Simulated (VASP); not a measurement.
Wanted: the native input for a VASP 6.6.1 run.

| Quantity | Value |
| --- | --- |
| Task | single point |
| Functional | LDA |
| Potentials or basis | VASP PAW LDA potentials, release 64 (Ti_sv, B) |
| Cutoff | 520 eV |
| k mesh | 15 × 15 × 12 |
| Occupations | fermi-dirac, width 0.15 eV |
| Spin | no spin polarisation |
| Dipole correction | no |
| Further INCAR settings | ALGO = Normal; EDIFF = 1e-07; NBANDS = 16 |

The structure of TiB2 (qlda) lies in POSCAR:

```
TiB2
1.0
    2.9944000378      0.0000000029      0.0000000000
   -1.4972000214      2.5932265004      0.0000000000
    0.0000000000      0.0000000000      3.1596580857
Ti B
1 2
Direct
    0.0000000000      0.0000000000      0.0000000000
    0.3333333333      0.6666666667      0.5000000000
    0.6666666667      0.3333333333      0.5000000000
```

The input as run:

INCAR

```
  ALGO = Normal
  EDIFF = 1E-7
  ENCUT = 520
  ISIF = 2
  ISMEAR = -1
  LASPH = T
  LCHARG = F
  LREAL = F
  LWAVE = F
  NBANDS = 16
  NELM = 100
  PREC = Accurate
  SIGMA = 0.15
```

KPOINTS

```
k-points
0
Gamma
  15 15 12
```

Potentials or basis: VASP PAW LDA potentials, release 64 (Ti_sv, B).

Launch:

```console
$ cat potpaw_LDA.64/Ti_sv/POTCAR potpaw_LDA.64/B/POTCAR > POTCAR
$ mpirun -np 1 vasp_std > vasp.out
```

Results of the run:

| Item | Value |
| --- | --- |
| Pressure | 0.6 GPa |
| Band gap on the k mesh | zero (band 9 reaches 10.91 eV, above the bottom of band 10 at 10.17 eV) |

Wall time 24 s on 1 thread of Intel(R) Xeon(R) 6975P-C (Granite Rapids), on a shared host, peak memory 0.18 GiB.
